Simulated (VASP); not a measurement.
# TiAl2 (Cmmm) in VASP: notebook

Runs on TiAl2. Level: r2SCAN. Tasks: single point.

Program: VASP 6.6.1. These are calculated values, not measurements. Logs are shortened: lines on timing, memory, paths and dates and some standing lists are left out, and cuts for length are marked.

## 1. The cell of the first run

Symmetry: Cmmm, No. 65, orthorhombic system. The conventional cell has a = 3.959 Å, b = 12.094 Å, c = 4.032 Å, α = 90.00°, β = 90.00°, γ = 90.00°. Ti (site symmetry m2m) has 10 Al at 2.68 to 2.92 Å and 3 Ti at 3.14 to 3.60 Å within 3.7 Å. Within 3.5 Å of Al (site symmetry mmm) lie 4 Ti at 2.68 Å and 8 Al at 2.83 to 2.93 Å. Within 3.5 Å of Al (site symmetry m2m) lie 6 Al at 2.67 to 2.93 Å and 6 Ti at 2.84 to 2.92 Å. Al (site symmetry mmm) has 4 Ti at 2.70 Å and 8 Al at 2.83 to 2.91 Å within 3.6 Å.

## 2. Single point, r2SCAN

The input, POSCAR:

```
TiAl2
1.0
    1.9795500000     -6.0472000000      0.0000000000
    1.9795500000      6.0472000000      0.0000000000
    0.0000000000      0.0000000000      4.0315000000
Ti Al
2 4
Direct
    0.6490000000      0.3510000000      0.0000000000
    0.3510000000      0.6490000000      0.0000000000
    0.0000000000      0.0000000000      0.0000000000
    0.8240000000      0.1760000000      0.5000000000
    0.1760000000      0.8240000000      0.5000000000
    0.5000000000      0.5000000000      0.5000000000
```

The input, INCAR.step1:

```
PREC     = Accurate       # precision mode
ENCUT    = 520            # plane-wave cutoff, eV
ISMEAR   = 1              # smearing method
SIGMA    = 0.01           # smearing width, eV
LREAL    = False          # projectors in reciprocal space
LASPH    = True           # aspherical terms in the spheres
NELM     = 100            # most SCF steps
NBANDS   = 27             # bands
GGA      = PE             # functional
ALGO     = Normal         # electronic algorithm
EDIFF    = 1E-4           # SCF threshold, eV
LWAVE    = True           # write WAVECAR
LCHARG   = False          # write CHGCAR
```

The input, INCAR.step2:

```
PREC     = Accurate       # precision mode
ENCUT    = 520            # plane-wave cutoff, eV
EDIFF    = 1E-6           # SCF threshold, eV
ISMEAR   = 1              # smearing method
SIGMA    = 0.01           # smearing width, eV
LREAL    = False          # projectors in reciprocal space
LASPH    = True           # aspherical terms in the spheres
NELM     = 100            # most SCF steps
ALGO     = Normal         # electronic algorithm
ISIF     = 2              # what is computed and relaxed
LWAVE    = False          # write WAVECAR
LCHARG   = True           # write CHGCAR
METAGGA  = R2SCAN         # meta-GGA
LMIXTAU  = True         
LELF     = True           # ELF
LVHAR    = True         
NBANDS   = 27             # bands
ISTART   = 1
```

The input, KPOINTS:

```
Automatic mesh
0
Gamma
  10 10 10
```

Potentials or basis: VASP PAW PBE potentials, release 64 (Ti_sv, Al).

Launch:

```bash
$ cat potpaw_PBE.64/Ti_sv/POTCAR potpaw_PBE.64/Al/POTCAR > POTCAR
$ cp INCAR.step1 INCAR
$ mpirun -np 1 vasp_std > vasp.out
$ cp INCAR.step2 INCAR
$ mpirun -np 1 vasp_std > vasp.out
```

OUTCAR:

```text
PREC = Accurate
   ENCUT = 520
   EDIFF = 1E-6
   ISMEAR = 1
   LREAL = False
   LASPH = True
   NELM = 100
   ISIF = 2
   METAGGA = R2SCAN
   ISTART = 1

 ion  position               nearest neighbor table
   1  0.649  0.351  0.000-   3 2.68   3 2.68   6 2.70   6 2.70   5 2.84   5 2.84   5 2.84   5 2.84
                             4 2.92   4 2.92
   2  0.351  0.649  0.000-   3 2.68   3 2.68   6 2.70   6 2.70   4 2.84   4 2.84   4 2.84   4 2.84
                             5 2.92   5 2.92
   3  0.000  0.000  0.000-   1 2.68   2 2.68   1 2.68   2 2.68   6 2.83   6 2.83   6 2.83   6 2.83
                             4 2.93   4 2.93   5 2.93   5 2.93
   4  0.824  0.176  0.500-   5 2.67   5 2.67   2 2.84   2 2.84   2 2.84   2 2.84   6 2.91   6 2.91
                             1 2.92   1 2.92   3 2.93   3 2.93
   5  0.176  0.824  0.500-   4 2.67   4 2.67   1 2.84   1 2.84   1 2.84   1 2.84   6 2.91   6 2.91
                             2 2.92   2 2.92   3 2.93   3 2.93
   6  0.500  0.500  0.500-   1 2.70   2 2.70   1 2.70   2 2.70   3 2.83   3 2.83   3 2.83   3 2.83
                             5 2.91   4 2.91   5 2.91   4 2.91

  LATTYP: Found a base centered orthorhombic cell.
 ALAT       =     3.9591000000
 B/A-ratio  =     3.0548356950
 C/A-ratio  =     1.0182869844

  Lattice vectors:

 A1 = (   1.9795500000,  -6.0472000000,   0.0000000000)
 A2 = (   1.9795500000,   6.0472000000,   0.0000000000)
 A3 = (   0.0000000000,   0.0000000000,   4.0315000000)

Analysis of symmetry for initial positions (statically):
=====================================================================
 Subroutine PRICEL returns:
 Original cell was already a primitive cell.

 Routine SETGRP: Setting up the symmetry group for a
 base centered orthorhombic supercell.

 Subroutine GETGRP returns: Found  8 space group operations
 (whereof  8 operations were pure point group operations)
 out of a pool of  8 trial point group operations.

The static configuration has the point symmetry D_2h.

Analysis of symmetry for dynamics (positions and initial velocities):
=====================================================================
 Subroutine PRICEL returns:
 Original cell was already a primitive cell.

 Routine SETGRP: Setting up the symmetry group for a
 base centered orthorhombic supercell.

 Subroutine GETGRP returns: Found  8 space group operations
 (whereof  8 operations were pure point group operations)
 out of a pool of  8 trial point group operations.

The dynamic configuration has the point symmetry D_2h.

 Subroutine INISYM returns: Found  8 space group operations
 (whereof  8 operations are pure point group operations),
 and found     1 'primitive' translations

----------------------------------------------------------------------------------------

                                     Primitive cell

  volume of cell :      96.5200

  direct lattice vectors                    reciprocal lattice vectors
     1.979550000 -6.047200000  0.000000000     0.252582658 -0.082682895  0.000000000
     1.979550000  6.047200000  0.000000000     0.252582658  0.082682895  0.000000000
     0.000000000  0.000000000  4.031500000     0.000000000  0.000000000  0.248046633

  length of vectors
     6.362958906  6.362958906  4.031500000     0.265771443  0.265771443  0.248046633

  position of ions in fractional coordinates (direct lattice)
     0.649000000  0.351000000  0.000000000
     0.351000000  0.649000000  0.000000000
     0.000000000  0.000000000  0.000000000
     0.824000000  0.176000000  0.500000000
     0.176000000  0.824000000  0.500000000
     0.500000000  0.500000000  0.500000000

  ion indices of the primitive-cell ions
   primitive index   ion index
                 1           1
                 2           2
                 3           3
                 4           4
                 5           5
                 6           6

----------------------------------------------------------------------------------------

 KPOINTS: Automatic mesh

Automatic generation of k-mesh.
 Grid dimensions read from file:
 generate k-points for:   10   10   10

 Generating k-lattice:

  Cartesian coordinates                     Fractional coordinates (reciprocal lattice)
     0.025258266 -0.008268289  0.000000000     0.100000000  0.000000000  0.000000000
     0.025258266  0.008268289  0.000000000     0.000000000  0.100000000  0.000000000
     0.000000000  0.000000000  0.024804663     0.000000000  0.000000000  0.100000000

  Length of vectors
     0.026577144  0.026577144  0.024804663

  Shift w.r.t. Gamma in fractional coordinates (k-lattice)
     0.000000000  0.000000000  0.000000000

 Subroutine IBZKPT returns following result:
 ===========================================

 Found    186 irreducible k-points:

 Following reciprocal coordinates:
            Coordinates               Weight
  0.000000  0.000000  0.000000      1.000000
  0.100000  0.000000  0.000000      4.000000
[... 38 lines left out ...]
   NUPDOWN=      -1.0000    fix difference up-down
   EMIN   =  10.00;   EMAX   =-10.00  energy-range for DOS
   EFERMI =   0.00;   METHOD = LEGACY
   ISMEAR =     1;   SIGMA  =   0.01  broadening in eV -4-tet -1-fermi 0-gaus
   EFERMI_NEDOS =   21; number of points for ismear=-14 and -15
   IALGO  =     38    algorithm
   IMIX   =      4    mixing-type and parameters
     AMIX     =   0.40;   BMIX     =  1.00
     AMIX_MAG =   1.60;   BMIX_MAG =  1.00
  volume/ion in A,a.u.               =      16.09       108.56
  Fermi-wavevector in a.u.,A,eV,Ry     =   1.178428  2.226907 18.894320  1.388693
  Thomas-Fermi vector in A             =   2.314757
   LORBIT       =      0    0 simple, 1 ext, 2 COOP (PROOUT), +10 PAW based schemes
   METAGGA = R2SCAN    functional components
   LHFCALC =     F    Hartree Fock is set to
   AEXX    =    0.0000 exact exchange contribution
   IVDW    =     0    specifies the selected vdW correction
   LEPSILON=     F    determine dielectric tensor
   LRPA    =     F    only Hartree local field effects (RPA)
 non-spin polarized calculation
 Methfessel and Paxton  Order N= 1 SIGMA  =   0.01
  energy-cutoff  :      520.00
  volume of cell :       96.52
 maximum number of plane-waves:      2638
   NGX = 23   NGY = 23   NGZ = 15

 number of electron      36.0000003 magnetization

 Free energy of the ion-electron system (eV)
  ---------------------------------------------------
  ext. energy  EPLUGINS =         0.00000000
  ---------------------------------------------------
  free energy    TOTEN  =       -55.57456349 eV

  energy without entropy =      -55.57455581  energy(sigma->0) =      -55.57456093

 E-fermi :   8.3486     XC(G=0): -11.5673

 val. band max:        8.3453049180   @ k =   0.1000   0.0000   0.2000
 cond. band min:       8.3528835789   @ k =  -0.4000   0.2000   0.0000
 fundamental gap:      0.0075786609
 Fermi energy:         8.3486426303

 k-point     1 :       0.0000    0.0000    0.0000
  band No.  band energies     occupation
      1     -50.7530      2.00000
      2     -50.7346      2.00000
      3     -26.0613      2.00000
      4     -26.0385      2.00000
      5     -26.0054      2.00000
      6     -25.9983      2.00000
[... 19 lines left out ...]
     26      12.2150      0.00000
     27      12.4111      0.00000

 k-point     2 :       0.1000    0.0000    0.0000
  band No.  band energies     occupation
      1     -50.7524      2.00000
      2     -50.7350      2.00000
      3     -26.0606      2.00000
      4     -26.0389      2.00000
      5     -26.0057      2.00000
      6     -26.0005      2.00000
[... 19 lines left out ...]
     26      12.3271      0.00000
     27      12.8165      0.00000

 k-point     3 :       0.2000    0.0000    0.0000
  band No.  band energies     occupation
      1     -50.7509      2.00000
      2     -50.7361      2.00000
      3     -26.0587      2.00000
      4     -26.0401      2.00000
      5     -26.0085      2.00000
      6     -26.0053      2.00000
[... 594 lines left out ...]
      1     -50.7448      2.00000
      2     -50.7413      2.00000
      3     -26.0504      2.00000
      4     -26.0467      2.00000
      5     -26.0237      2.00000
      6     -26.0082      2.00000
[... 19 lines left out ...]
     26      11.6564      0.00000
     27      12.3199      0.00000

 k-point    24 :       0.4000    0.3000    0.0000
  band No.  band energies     occupation
      1     -50.7474      2.00000
      2     -50.7392      2.00000
      3     -26.0537      2.00000
      4     -26.0442      2.00000
      5     -26.0185      2.00000
      6     -25.9993      2.00000
[... 19 lines left out ...]
     26      11.6704      0.00000
     27      11.7728      0.00000

 [... further k-points ...]

------------------------ aborting loop because EDIFF is reached ----------------------------------------

  FORCE on cell =-STRESS in cart. coord.  units (eV):
  Direction    XX          YY          ZZ          XY          YZ          ZX
  --------------------------------------------------------------------------------------
  -------------------------------------------------------------------------------------
  Total       -1.2791209     -0.0941282     -1.9596718      0.0000000      0.0000000      0.0000000
  in kB      -21.2326753     -1.5624743    -32.5294308      0.0000000      0.0000000      0.0000000
  external PRESSURE =     -18.4415268 kB  Pullay stress =       0.0000000 kB

 VOLUME and BASIS-vectors are now :
 -----------------------------------------------------------------------------
  energy-cutoff  :      520.00
  volume of cell :       96.52
      direct lattice vectors                 reciprocal lattice vectors
     1.979550000 -6.047200000  0.000000000     0.252582658 -0.082682895  0.000000000
     1.979550000  6.047200000  0.000000000     0.252582658  0.082682895  0.000000000
     0.000000000  0.000000000  4.031500000     0.000000000  0.000000000  0.248046633

 POSITION                                       TOTAL-FORCE (eV/Angst)
 -----------------------------------------------------------------------------------
      1.97955     -1.80207      0.00000        -0.000000     -0.964062     -0.000000
      1.97955      1.80207      0.00000        -0.000000      0.964062      0.000000
      0.00000      0.00000      0.00000        -0.000000      0.000000      0.000000
      1.97955     -3.91859      2.01575        -0.000000     -0.240086      0.000000
      1.97955      3.91859      2.01575        -0.000000      0.240086      0.000000
      1.97955      0.00000      2.01575         0.000000      0.000000      0.000000
 -----------------------------------------------------------------------------------
    total drift:                                0.000000     -0.000000      0.000000

  FREE ENERGIE OF THE ION-ELECTRON SYSTEM (eV)
  ---------------------------------------------------
  free  energy   TOTEN  =       -55.5745634934 eV

  energy  without entropy=      -55.5745558116  energy(sigma->0) =      -55.57456093
```

Run time: 16 min. Hardware: 1 thread of Intel Xeon 6975P-C (Granite Rapids), shared host; peak memory 0.56 GiB.

Results:

```yaml
Free_energy: -55.5746 eV
Pressure: -1.8 GPa
Largest_force: 0.964 eV/Å
Band_gap_on_the_k_mesh: zero (bands 18 and 19 overlap by 1.24 eV)
```

Forces in eV/Å, atoms in the order of the input:
```
Ti   0.000 -0.964  0.000
Ti   0.000  0.964  0.000
Al   0.000  0.000  0.000
Al   0.000 -0.240  0.000
Al   0.000  0.240  0.000
Al   0.000  0.000  0.000
```

Caveat: the PAW data sets were made with another functional, which shifts forces and pressure a little.

## 3. Single point, r2SCAN

POSCAR is that of step 2.

The input, INCAR.step1:

```
SYSTEM = TiAl2
ALGO = Normal
EDIFF = 1E-4
ENCUT = 520
GGA = PE
ISMEAR = -1
LASPH = .True.
LCHARG = .False.
LREAL = .False.
LWAVE = .True.
NBANDS = 27
NELM = 80
PREC = Accurate
SIGMA = 0.01
```

The input, INCAR.step2:

```
SYSTEM = TiAl2
ALGO = Normal
EDIFF = 1E-6
ENCUT = 520
ISIF = 2
ISMEAR = -1
ISTART = 1
LASPH = .True.
LCHARG = .False.
LMIXTAU = .True.
LREAL = .False.
LWAVE = .False.
METAGGA = R2SCAN
NBANDS = 27
NELM = 80
PREC = Accurate
SIGMA = 0.01
```

The input, KPOINTS:

```
k-points
0
Gamma
  10 10 10
  0 0 0
```

Potentials or basis: VASP PAW PBE potentials, release 64 (Ti_sv, Al).

Launch:

```bash
$ cat potpaw_PBE.64/Ti_sv/POTCAR potpaw_PBE.64/Al/POTCAR > POTCAR
$ cp INCAR.step1 INCAR
$ mpirun -np 1 vasp_std > vasp.out
$ cp INCAR.step2 INCAR
$ mpirun -np 1 vasp_std > vasp.out
```

Wall time 21 min (1 thread of Intel Xeon 6975P-C (Granite Rapids), shared host); peak memory 0.56 GiB.

Results (log left out):

```yaml
Free_energy: -55.5750 eV
Pressure: -1.8 GPa
Largest_force: 0.963 eV/Å
Band_gap_on_the_k_mesh: zero (bands 18 and 19 overlap by 1.24 eV)
```

Forces in eV/Å, atoms in the order of the input:
```
Ti   0.000 -0.963  0.000
Ti   0.000  0.963  0.000
Al   0.000  0.000  0.000
Al   0.000 -0.239  0.000
Al   0.000  0.239  0.000
Al   0.000  0.000  0.000
```

Stress tensor (GPa, compression positive):
```
-2.12  0.00  0.00
 0.00 -0.16  0.00
 0.00  0.00 -3.25
```

Levels at points of the mesh, in eV from the Fermi level:
```tsv
k point	band 15	band 16	band 17	band 18	band 19	band 20	band 21	band 22
(0.00, 0.00, 0.00)	-1.70	-0.81	-0.63	-0.63	0.53	0.78	0.95	0.96
(0.50, 0.00, 0.00)	-1.71	-1.26	-1.01	-0.43	0.88	1.39	1.62	1.69
(0.50, 0.50, 0.00)	-1.94	-1.36	-0.77	-0.68	0.33	1.21	1.28	1.37
(0.00, 0.00, 0.50)	-1.53	-0.96	-0.49	0.19	0.34	1.17	1.20	1.52
(0.50, 0.00, 0.50)	-2.62	-1.97	-1.35	-1.30	-0.55	1.38	1.44	1.45
(0.50, 0.50, 0.50)	-1.98	-0.99	0.06	0.47	0.85	1.35	1.52	1.68
```

Caveat: the PAW data sets were made with another functional, which shifts forces and pressure a little.

## 4. Single point, r2SCAN

POSCAR is that of step 3.

The input, INCAR.step1:

```
PREC     = Accurate       # precision mode
ENCUT    = 520            # plane-wave cutoff, eV
ISMEAR   = 0              # smearing method
SIGMA    = 0.1            # smearing width, eV
LREAL    = F              # projectors in reciprocal space
LASPH    = T              # aspherical terms in the spheres
NELM     = 80             # most SCF steps
NBANDS   = 27             # bands
GGA      = PE             # functional
ALGO     = Normal         # electronic algorithm
EDIFF    = 1E-4           # SCF threshold, eV
LWAVE    = T              # write WAVECAR
LCHARG   = F              # write CHGCAR
```

The input, INCAR.step2:

```
PREC     = Accurate       # precision mode
ENCUT    = 520            # plane-wave cutoff, eV
EDIFF    = 1E-6           # SCF threshold, eV
ISMEAR   = 0              # smearing method
SIGMA    = 0.1            # smearing width, eV
LREAL    = F              # projectors in reciprocal space
LASPH    = T              # aspherical terms in the spheres
NELM     = 80             # most SCF steps
ALGO     = Normal         # electronic algorithm
ISIF     = 2              # what is computed and relaxed
LWAVE    = F              # write WAVECAR
LCHARG   = T              # write CHGCAR
METAGGA  = R2SCAN         # meta-GGA
LMIXTAU  = T            
LELF     = T              # ELF
LVHAR    = T            
NBANDS   = 27             # bands
ISTART   = 1
```

The input, KPOINTS:

```
Automatic mesh
0
Gamma
  12 12 12
```

Launch:

```bash
$ cat potpaw_PBE.64/Ti_sv/POTCAR potpaw_PBE.64/Al/POTCAR > POTCAR
$ cp INCAR.step1 INCAR
$ mpirun -np 1 vasp_std > vasp.out
$ cp INCAR.step2 INCAR
$ mpirun -np 1 vasp_std > vasp.out
```

It took 68 min on 1 thread of Oxide Virtual Turin-like, shared host; peak memory 0.72 GiB.

The run converged. Its results:

- Free energy: -55.5783 eV
- Pressure: -1.8 GPa
- Largest force: 0.974 eV/Å
- Band gap on the k mesh: zero (bands 18 and 19 overlap by 1.28 eV)

Forces on the atoms (eV/Å):
```
Ti   0.000 -0.974  0.000
Ti   0.000  0.974  0.000
Al   0.000  0.000  0.000
Al   0.000 -0.242  0.000
Al   0.000  0.242  0.000
Al   0.000  0.000  0.000
```

Stress tensor (GPa, compression positive):
```
-2.04  0.00  0.00
 0.00 -0.19  0.00
 0.00  0.00 -3.26
```

Levels at points of the mesh, in eV from the Fermi level:
| k point | band 16 | band 17 | band 18 | band 19 | band 20 | band 21 |
| --- | --- | --- | --- | --- | --- | --- |
| (0.00, 0.00, 0.00) | -0.82 | -0.63 | -0.63 | 0.53 | 0.77 | 0.94 |
| (0.50, 0.00, 0.00) | -1.27 | -1.01 | -0.44 | 0.88 | 1.39 | 1.62 |
| (0.50, 0.50, 0.00) | -1.36 | -0.77 | -0.68 | 0.33 | 1.20 | 1.28 |
| (0.00, 0.00, 0.50) | -0.97 | -0.49 | 0.19 | 0.34 | 1.17 | 1.20 |
| (0.50, 0.00, 0.50) | -1.97 | -1.36 | -1.31 | -0.55 | 1.38 | 1.44 |
| (0.50, 0.50, 0.50) | -0.99 | 0.06 | 0.46 | 0.85 | 1.35 | 1.52 |

Caveat: the PAW data sets were made with another functional, which shifts forces and pressure a little.

## 5. The runs side by side

| k mesh | smearing | gap on the mesh (eV) | pressure (GPa) | largest force (eV/Å) |
| --- | --- | --- | --- | --- |
| 10 × 10 × 10 | methfessel-paxton 0.01 eV | none | -1.8 | 0.96 |
| 10 × 10 × 10 | fermi-dirac 0.01 eV | none | -1.8 | 0.96 |
| 12 × 12 × 12 | gaussian 0.1 eV | none | -1.8 | 0.97 |

Alike in all rows: task single point; level r2SCAN; potentials or basis VASP PAW PBE potentials, release 64 (Ti_sv, Al); no spin polarisation; cell as given; cutoff (eV) 520.

Caveats: the PAW data sets were made with another functional, which shifts forces and pressure a little.

Total energies depend on the potentials used, so only differences within one code and one set of settings carry meaning.
